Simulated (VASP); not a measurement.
Runs of VASP 6.6.1 on CsO. The structure is that of space group Immm (No. 71), or close to it. The cells are those of the table. 

| cell | gap on the mesh (eV) | pressure (GPa) | largest force (eV/Å) |
| --- | --- | --- | --- |
| a = 5.128 Å, angles 132.8, 106.9, 91.7°, 4 atoms | 1.79 | 2.9 | 0.12 |
| a = 5.198 Å, angles 132.2, 105.8, 93.2°, 4 atoms | 1.74 | 0.2 | 0.60 |
| a = 5.193 Å, angles 133.4, 108.0, 90.2°, 4 atoms | (a) | 1.5 | 0.16 |
| a = 5.260 Å, angles 134.1, 109.0, 88.8°, 4 atoms | 1.66 | 0.3 | 0.21 |
| a = 5.328 Å, angles 134.7, 110.0, 87.4°, 4 atoms | 1.59 | -0.7 | 0.24 |
| a = 5.340 Å, angles 131.0, 103.8, 96.1°, 4 atoms | 1.59 | (b) | 1.63 |
| a = 5.395 Å, angles 134.0, 109.0, 88.9°, 4 atoms | 1.60 | -2.6 | 0.50 |
| a = 5.403 Å, angles 131.6, 104.8, 94.6°, 4 atoms | 1.55 | (c) | 1.61 |
| a = 5.463 Å, angles 133.4, 107.9, 90.3°, 4 atoms | 1.53 | -4.0 | 1.09 |
| a = 5.463 Å, angles 134.6, 110.0, 87.5°, 4 atoms | 1.55 | -3.3 | 0.47 |

Alike in all rows: task single point; level LDA; potentials or basis VASP PAW LDA potentials, release 64 (Cs_sv, O); no spin polarisation; k mesh 8 × 8 × 8; cutoff (eV) 520; smearing gaussian 0.05 eV.

Fill in the values left out.

(a) 1.73; (b) -3.4; (c) -4.1.

Caveats: spin-orbit coupling is left out, which moves the levels of the heavy elements; forces of over 1 eV/Å act on the atoms, so gaps and moduli don't describe the material at rest (at least some runs); the cell stands under tension (at least some runs); the stress differs along the axes, from -7 to -0 GPa (at least some runs).

A k mesh can miss the band edges, and the runs leave out spin-orbit coupling on Cs.
